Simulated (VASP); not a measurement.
Sb:

```
Sb
1.0
    -1.72500    1.72500    1.72500
     1.72500   -1.72500    1.72500
     1.72500    1.72500   -1.72500
Sb
1
Cartesian
  0.0000 0.0000 0.0000
```

| Quantity | Value |
| --- | --- |
| Program | VASP 6.6.1 |
| Task | relaxation of cell and atoms |
| Functional | LDA |
| Potentials or basis | VASP PAW LDA potentials, release 64 (Sb) |
| Cutoff | 600 eV |
| k mesh | 10 × 10 × 10 |
| Occupations | fermi-dirac, width 0.1 eV |
| Spin | no spin polarisation |

At the start: pressure 26.4 GPa; volume 20.53 Å³/atom.

Q: Where does the relaxation end?

A: Over 4 steps the energy falls by 352.4 meV/atom and the volume is 25.81 Å³/atom (+25.7 %); space group Im-3m (No. 229, to 0.05 Å).

The path:
```tsv
step	energy change (eV)	largest force (eV/Å)	pressure (GPa)	volume (Å³)
1	0.0000	0.0000	26.44	20.53
2	-0.1073	0.0000	-9.74	32.34
3	-0.3522	0.0000	-0.42	25.93
4	-0.3524	0.0000	-0.11	25.81
```

Final structure:
```xyz
1
Lattice="-1.8618 1.8618 1.8618 1.8618 -1.8618 1.8618 1.8618 1.8618 -1.8618" Properties=species:S:1:pos:R:3 pbc="T T T"
Sb    0.0000    0.0000    0.0000
```

Caveat: the volume moved by over 15 % at a fixed basis, so the end points are rough; the volume moved by +26 % from the deposited cell, more than functionals usually miss.
